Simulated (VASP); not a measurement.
# Si3NiMo (Pm-3m) in VASP: relaxation of cell and atoms with PBE

Aim: the relaxation of cell and atoms of Si3NiMo with PBE.

Everything below comes from runs of VASP 6.6.1. Logs are shortened: lines on timing, memory, paths and dates and some standing lists are left out, and cuts for length are marked.

## 1. The cell of the first run

The structure is cubic, space group Pm-3m (No. 221). Conventional cell: a = 4.478 Å, b = 4.478 Å, c = 4.478 Å, α = 90.00°, β = 90.00°, γ = 90.00°. Si (site symmetry 4/mmm) has 2 Ni at 2.24 Å within 3.0 Å. Within 3.0 Å of Ni (site symmetry m-3m) lie 6 Si at 2.24 Å. Within 4.2 Å of Mo (site symmetry m-3m) lie 12 Si at 3.17 Å and 8 Ni at 3.88 Å.

The cell was built from a structure type or drawn by symmetry, and may not be a known phase.

## 2. Relaxation of cell and atoms, PBE, collinear spin, ferromagnetic start

File INCAR:

```
  ALGO = Normal
  EDIFF = 1E-6
  EDIFFG = -0.04
  ENCUT = 600
  GGA = PE
  IBRION = 2
  ISIF = 3
  ISMEAR = 0
  ISPIN = 2
  LASPH = T
  LCHARG = F
  LMAXMIX = 4
  LORBIT = 11
  LREAL = F
  LWAVE = F
  MAGMOM = 0 0 0 2 0
  NELM = 150
  NSW = 90
  PREC = Accurate
  SIGMA = 0.1
```

File KPOINTS:

```
k-points
0
Gamma
  4 4 4
```

File POSCAR:

```
Si3NiMo
1.0
    4.4782652100      0.0000000000      0.0000000000
    0.0000000000      4.4782652100      0.0000000000
    0.0000000000      0.0000000000      4.4782652100
Si Ni Mo
3 1 1
Direct
    0.0000000000      0.5000000000      0.5000000000
    0.5000000000      0.0000000000      0.5000000000
    0.5000000000      0.5000000000      0.0000000000
    0.5000000000      0.5000000000      0.5000000000
    0.0000000000      0.0000000000      0.0000000000
```

Potentials or basis: VASP PAW PBE potentials, release 64 (Si, Ni, Mo_sv).

Launch:

```bash
$ cat potpaw_PBE.64/Si/POTCAR potpaw_PBE.64/Ni/POTCAR potpaw_PBE.64/Mo_sv/POTCAR > POTCAR
$ mpirun -np 1 vasp_std > vasp.out
```

OUTCAR:

```text
EDIFF = 1E-6
   EDIFFG = -0.04
   ENCUT = 600
   GGA = PE
   IBRION = 2
   ISIF = 3
   ISMEAR = 0
   ISPIN = 2
   LASPH = T
   LORBIT = 11
   LREAL = F
   NELM = 150
   NSW = 90
   PREC = Accurate

 ion  position               nearest neighbor table
   1  0.000  0.500  0.500-   4 2.24   4 2.24   5 3.17   5 3.17   5 3.17   5 3.17
   2  0.500  0.000  0.500-   4 2.24   4 2.24   5 3.17   5 3.17   5 3.17   5 3.17
   3  0.500  0.500  0.000-   4 2.24   4 2.24   5 3.17   5 3.17   5 3.17   5 3.17
   4  0.500  0.500  0.500-   1 2.24   2 2.24   3 2.24   3 2.24   2 2.24   1 2.24
   5  0.000  0.000  0.000-   1 3.17   2 3.17   3 3.17   1 3.17   2 3.17   1 3.17   3 3.17   1 3.17
                             2 3.17   3 3.17   2 3.17   3 3.17

  LATTYP: Found a simple cubic cell.
 ALAT       =     4.4782652100

  Lattice vectors:

 A1 = (   4.4782652100,   0.0000000000,   0.0000000000)
 A2 = (   0.0000000000,   4.4782652100,   0.0000000000)
 A3 = (   0.0000000000,   0.0000000000,   4.4782652100)

Analysis of symmetry for initial positions (statically):
=====================================================================
 Subroutine PRICEL returns:
 Original cell was already a primitive cell.

 Routine SETGRP: Setting up the symmetry group for a
 simple cubic supercell.

 Subroutine GETGRP returns: Found 48 space group operations
 (whereof 48 operations were pure point group operations)
 out of a pool of 48 trial point group operations.

The static configuration has the point symmetry O_h .

Analysis of symmetry for dynamics (positions and initial velocities):
=====================================================================
 Subroutine PRICEL returns:
 Original cell was already a primitive cell.

 Routine SETGRP: Setting up the symmetry group for a
 simple cubic supercell.

 Subroutine GETGRP returns: Found 48 space group operations
 (whereof 48 operations were pure point group operations)
 out of a pool of 48 trial point group operations.

The dynamic configuration has the point symmetry O_h .

Analysis of structural, dynamic, and magnetic symmetry:
=====================================================================
 Subroutine PRICEL returns:
 Original cell was already a primitive cell.

 Routine SETGRP: Setting up the symmetry group for a
 simple cubic supercell.

 Subroutine GETGRP returns: Found 48 space group operations
 (whereof 48 operations were pure point group operations)
 out of a pool of 48 trial point group operations.

The overall configuration has the point symmetry O_h .

 Subroutine INISYM returns: Found 48 space group operations
 (whereof 48 operations are pure point group operations),
 and found     1 'primitive' translations

----------------------------------------------------------------------------------------

                                     Primitive cell

  volume of cell :      89.8110

  direct lattice vectors                    reciprocal lattice vectors
     4.478265210  0.000000000  0.000000000     0.223300754  0.000000000  0.000000000
     0.000000000  4.478265210  0.000000000     0.000000000  0.223300754  0.000000000
     0.000000000  0.000000000  4.478265210     0.000000000  0.000000000  0.223300754

  length of vectors
     4.478265210  4.478265210  4.478265210     0.223300754  0.223300754  0.223300754

  position of ions in fractional coordinates (direct lattice)
     0.000000000  0.500000000  0.500000000
     0.500000000  0.000000000  0.500000000
     0.500000000  0.500000000  0.000000000
     0.500000000  0.500000000  0.500000000
     0.000000000  0.000000000  0.000000000

  ion indices of the primitive-cell ions
   primitive index   ion index
                 1           1
                 2           2
                 3           3
                 4           4
                 5           5

----------------------------------------------------------------------------------------

 KPOINTS: k-points

Automatic generation of k-mesh.
 Grid dimensions read from file:
 generate k-points for:    4    4    4

 Generating k-lattice:

  Cartesian coordinates                     Fractional coordinates (reciprocal lattice)
     0.055825189  0.000000000  0.000000000     0.250000000  0.000000000  0.000000000
     0.000000000  0.055825189  0.000000000     0.000000000  0.250000000  0.000000000
     0.000000000  0.000000000  0.055825189     0.000000000  0.000000000  0.250000000

  Length of vectors
     0.055825189  0.055825189  0.055825189

  Shift w.r.t. Gamma in fractional coordinates (k-lattice)
     0.000000000  0.000000000  0.000000000

 Subroutine IBZKPT returns following result:
 ===========================================

 Found     10 irreducible k-points:

 Following reciprocal coordinates:
            Coordinates               Weight
  0.000000  0.000000  0.000000      1.000000
  0.250000  0.000000  0.000000      6.000000
  0.500000  0.000000  0.000000      3.000000
  0.250000  0.250000  0.000000     12.000000
  0.500000  0.250000  0.000000     12.000000
  0.500000  0.500000  0.000000      3.000000
  0.250000  0.250000  0.250000      8.000000
  0.500000  0.250000  0.250000     12.000000
  0.500000  0.500000  0.250000      6.000000
  0.500000  0.500000  0.500000      1.000000
   k-points           NKPTS =     10   k-points in BZ     NKDIM =     10   number of bands    NBANDS=     23
   number of dos      NEDOS =    301   number of ions     NIONS =      5
   total plane-waves  NPLWV =  46656
   dimension x,y,z NGX =    36 NGY =   36 NGZ =   36
   dimension x,y,z NGXF=    72 NGYF=   72 NGZF=   72
   ions per type =               3   1   1
   NGX,Y,Z   is equivalent  to a cutoff of  13.36, 13.36, 13.36 a.u.
   NGXF,Y,Z  is equivalent  to a cutoff of  26.73, 26.73, 26.73 a.u.
 SYSTEM =  unknown system
   PREC   = accura    normal or accurate (medium, high low for compatibility)
   ISTART =      0    job   : 0-new  1-cont  2-samecut
   ICHARG =      2    charge: 1-file 2-atom 10-const
   ISPIN  =      2    spin polarized calculation?
   LNONCOLLINEAR =      F non collinear calculations
   LSORBIT =      F    spin-orbit coupling
   LASPH  =      T    aspherical Exc in radial PAW
   ENCUT  =  600.0 eV  44.10 Ry    6.64 a.u.   8.94  8.94  8.94*2*pi/ulx,y,z
   NELM   =    150;   NELMIN=  2; NELMDL= -5     # of ELM steps
   EDIFF  = 0.1E-05   stopping-criterion for ELM
   LREAL  =      F    real-space projection
   EDIFFG = -.4E-01   stopping-criterion for IOM
   NSW    =     90    number of steps for IOM
   IBRION =      2    ionic relax: 0-MD 1-quasi-New 2-CG
   NFREE  =      1    steps in history (QN), initial steepest desc. (CG)
   ISIF   =      3    stress and relaxation
   ISYM   =      2    0-nonsym 1-usesym 2-fastsym
   POTIM  = 0.5000    time-step for ionic-motion
   TEBEG  =    0.0;   TEEND  =   0.0 temperature during run
   PSTRESS=    0.0 pullay stress
   NELECT =      36.0000    total number of electrons
   NUPDOWN=      -1.0000    fix difference up-down
   EMIN   =  10.00;   EMAX   =-10.00  energy-range for DOS
   EFERMI =   0.00;   METHOD = LEGACY
   ISMEAR =     0;   SIGMA  =   0.10  broadening in eV -4-tet -1-fermi 0-gaus
   EFERMI_NEDOS =   21; number of points for ismear=-14 and -15
   IALGO  =     38    algorithm
   IMIX   =      4    mixing-type and parameters
     AMIX     =   0.40;   BMIX     =  1.00
     AMIX_MAG =   1.60;   BMIX_MAG =  1.00
  volume/ion in A,a.u.               =      17.96       121.21
  Fermi-wavevector in a.u.,A,eV,Ry     =   1.207070  2.281032 19.823939  1.457018
  Thomas-Fermi vector in A             =   2.342719
   LORBIT       =     11    0 simple, 1 ext, 2 COOP (PROOUT), +10 PAW based schemes
   GGA     = PE    functional components
   LHFCALC =     F    Hartree Fock is set to
   AEXX    =    0.0000 exact exchange contribution
   IVDW    =     0    specifies the selected vdW correction
   LEPSILON=     F    determine dielectric tensor
   LRPA    =     F    only Hartree local field effects (RPA)
 conjugate gradient relaxation of ions
 spin polarized calculation
 Gauss-broadening in eV      SIGMA  =   0.10
  energy-cutoff  :      600.00
  volume of cell :       89.81
 maximum number of plane-waves:      3016
 NGX is ok and might be reduce to    36
   NGX = 17   NGY = 17   NGZ = 17

--------------------------------------- Ionic step        1  -------------------------------------------

 number of electron      35.9999997 magnetization      -0.0021248

 number of electron      35.9999997 magnetization       0.0822532

 Free energy of the ion-electron system (eV)
  ---------------------------------------------------
  ext. energy  EPLUGINS =         0.00000000
  ---------------------------------------------------
  free energy    TOTEN  =       -27.94391307 eV

  energy without entropy =      -27.89188014  energy(sigma->0) =      -27.91789661

------------------------ aborting loop because EDIFF is reached ----------------------------------------

  FORCE on cell =-STRESS in cart. coord.  units (eV):
  Direction    XX          YY          ZZ          XY          YZ          ZX
  --------------------------------------------------------------------------------------
  -------------------------------------------------------------------------------------
  Total       -6.1162693     -6.1162693     -6.1162693      0.0000000      0.0000000     -0.0000000
  in kB     -109.1108036   -109.1108036   -109.1108036      0.0000000      0.0000000     -0.0000000
  external PRESSURE =    -109.1108036 kB  Pullay stress =       0.0000000 kB
[... 141 lines left out ...]
  energy  without entropy=      -28.6010249421  energy(sigma->0) =      -28.61412580

--------------------------------------- Ionic step        5  -------------------------------------------

 number of electron      36.0000010 magnetization       2.7843684

 Free energy of the ion-electron system (eV)
  ---------------------------------------------------
  ext. energy  EPLUGINS =         0.00000000
  ---------------------------------------------------
  free energy    TOTEN  =       -28.63062396 eV

  energy without entropy =      -28.60440896  energy(sigma->0) =      -28.61751646

 E-fermi :   8.7960     XC(G=0): -11.1247

 val. band max:        8.7894074471   @ k =   0.2500   0.0000   0.0000
 cond. band min:       8.7959968476   @ k =   0.5000   0.5000   0.0000
 fundamental gap:      0.0065894004
 Fermi energy:         8.7959848360

 spin component 1

 k-point     1 :       0.0000    0.0000    0.0000
  band No.  band energies     occupation
      1     -52.7951      1.00000
      2     -26.9586      1.00000
      3     -26.9586      1.00000
      4     -26.9586      1.00000
      5      -3.4009      1.00000
      6       1.6788      1.00000
[... 233 lines left out ...]
      6       0.5961      1.00000
[... 15 lines left out ...]
     22       8.7251      0.84191
     23      14.0694      0.00000
 Fermi energy:         8.7959848360

 spin component 2

 k-point     1 :       0.0000    0.0000    0.0000
  band No.  band energies     occupation
      1     -51.2860      1.00000
      2     -25.2854      1.00000
      3     -25.2854      1.00000
      4     -25.2854      1.00000
      5      -3.2970      1.00000
      6       1.7582      1.00000
[... 281 lines left out ...]
  FREE ENERGIE OF THE ION-ELECTRON SYSTEM (eV)
  ---------------------------------------------------
  free  energy   TOTEN  =       -28.6306239602 eV

  energy  without entropy=      -28.6044089598  energy(sigma->0) =      -28.61751646

 reached required accuracy - stopping structural energy minimisation

 total charge

# of ion       s       p       d       tot
------------------------------------------
    1        0.826   0.740   0.000   1.567
    2        0.826   0.740   0.000   1.567
    3        0.826   0.740   0.000   1.567
    4        0.637   0.800   8.619  10.056
    5        2.255   6.021   3.880  12.156
--------------------------------------------------
tot          5.372   9.043  12.499  26.913

 magnetization (x)

# of ion       s       p       d       tot
------------------------------------------
    1        0.007  -0.003   0.000   0.004
    2        0.007  -0.003   0.000   0.004
    3        0.007  -0.003   0.000   0.004
    4        0.020   0.066  -0.080   0.006
    5        0.078   0.014   2.281   2.373
--------------------------------------------------
tot          0.120   0.071   2.200   2.391
```

Wall time 5.5 min (1 thread of AMD EPYC 7R13, shared host); peak memory 0.24 GiB.

What came out:

- Free energy: -28.6306 eV
- Relaxed volume: 16.38 Å³/atom
- Relaxed cell: a = 4.342 Å, b = 4.342 Å, c = 4.342 Å, α = 90.00°, β = 90.00°, γ = 90.00°
- Space group after relaxing (to 0.1 Å): Pm-3m (No. 221)
- Energy gained by relaxing: 137.3 meV/atom
- Ionic steps: 5
- Pressure after relaxing: 0.1 GPa
- Net moment: 2.78 μB per cell
- Site moments: Si +0.00; Ni +0.01; Mo +2.37 μB
- Valence electrons inside the program's atomic spheres: Si 1.57; Ni 10.06; Mo 12.16

The path:
```tsv
step	energy change (eV)	largest force (eV/Å)	pressure (GPa)	volume (Å³)
1	0.0000	0.0000	-10.91	89.81
2	-0.4957	0.0000	9.89	74.83
3	-0.6357	0.0000	4.26	78.09
4	-0.6833	0.0000	1.06	80.96
5	-0.6867	0.0000	0.09	81.89
```

Final structure:
```
Si Ni Mo
1.0
     4.34247    0.00000    0.00000
     0.00000    4.34247    0.00000
     0.00000    0.00000    4.34247
Si Ni Mo
3 1 1
Cartesian
  0.0000 2.1712 2.1712
  2.1712 0.0000 2.1712
  2.1712 2.1712 0.0000
  2.1712 2.1712 2.1712
  0.0000 0.0000 0.0000
```

Levels at points of the mesh, in eV from the Fermi level:
Spin up:
```csv
k point,band 17,band 18,band 19,band 20,band 21,band 22
"(0.00, 0.00, 0.00)",-1.23,-1.23,-0.62,0.67,0.67,1.61
"(0.50, 0.00, 0.00)",-0.97,-0.11,-0.11,-0.06,0.20,0.31
"(0.50, 0.50, 0.00)",-1.20,-0.84,-0.70,0.00,0.00,1.43
"(0.50, 0.50, 0.50)",-0.84,-0.69,-0.69,-0.07,-0.07,-0.07
```
Spin down:
| k point | band 12 | band 13 | band 14 | band 15 | band 16 | band 17 | band 18 | band 19 | band 20 | band 21 |
| --- | --- | --- | --- | --- | --- | --- | --- | --- | --- | --- |
| (0.00, 0.00, 0.00) | -3.61 | -3.61 | -2.18 | -2.18 | -0.05 | 0.33 | 0.33 | 0.33 | 1.57 | 1.57 |
| (0.50, 0.00, 0.00) | -3.90 | -3.54 | -2.56 | -1.06 | -0.34 | 0.31 | 0.33 | 0.38 | 0.38 | 0.98 |
| (0.50, 0.50, 0.00) | -4.25 | -2.19 | -2.16 | -0.94 | -0.94 | -0.39 | 0.07 | 0.07 | 0.79 | 0.81 |
| (0.50, 0.50, 0.50) | -4.39 | -4.39 | -1.61 | -1.61 | -1.61 | 0.09 | 1.07 | 1.07 | 1.61 | 1.61 |
